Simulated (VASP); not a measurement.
Input of a VASP 6.6.1 run:

File INCAR:

```
PREC = Accurate
ENCUT = 600
EDIFF = 1E-6
ISMEAR = 0
SIGMA = 0.15
LREAL = False
LASPH = True
NELM = 120
ALGO = Normal
ISIF = 2
LWAVE = False
LCHARG = False
GGA = PS
NBANDS = 21
GGA_COMPAT = False
```

KPOINTS

```
Automatic mesh
0
Gamma
  18 18 18
```

Contents of POSCAR:

```
AlNi
1.0
   -2.8621655520      0.0000000000     -2.8621655520
    0.0000000000     -2.8621655520     -2.8621655520
   -2.8621655520     -2.8621655520      0.0000000000
Al Ni
2 2
Direct
    0.5000000000      0.5000000000      0.4814710199
    0.0000000000      0.0000000000      0.0185289801
    0.2500000000      0.2500000000      0.2500000000
    0.7500000000      0.7500000000      0.7500000000
```

Potentials or basis: VASP PAW PBE potentials, release 64 (Al, Ni).

The run is started by

```sh
$ cat potpaw_PBE.64/Al/POTCAR potpaw_PBE.64/Ni/POTCAR > POTCAR
$ mpirun -np 1 vasp_std > vasp.out
```

Question: Estimate the largest force.

Answer: 0.889 eV/Å.

Question: Predict the band gap on the k mesh.

Answer: Zero (bands 13 and 14 overlap by 2.85 eV).

Question: What does it give for the pressure?

Answer: 0.8 GPa.

Forces on the atoms (eV/Å):
```
Al  -0.629 -0.629  0.000
Al   0.629  0.629  0.000
Ni   0.000  0.000  0.000
Ni   0.000  0.000  0.000
```

Caveat: the cell differs from its parent crystal (atoms displaced along a vibrational mode); the PAW data sets were made with another functional, which shifts forces and pressure a little. Spin polarisation is off, so any magnetic state and its effect on volume and gap are missing.
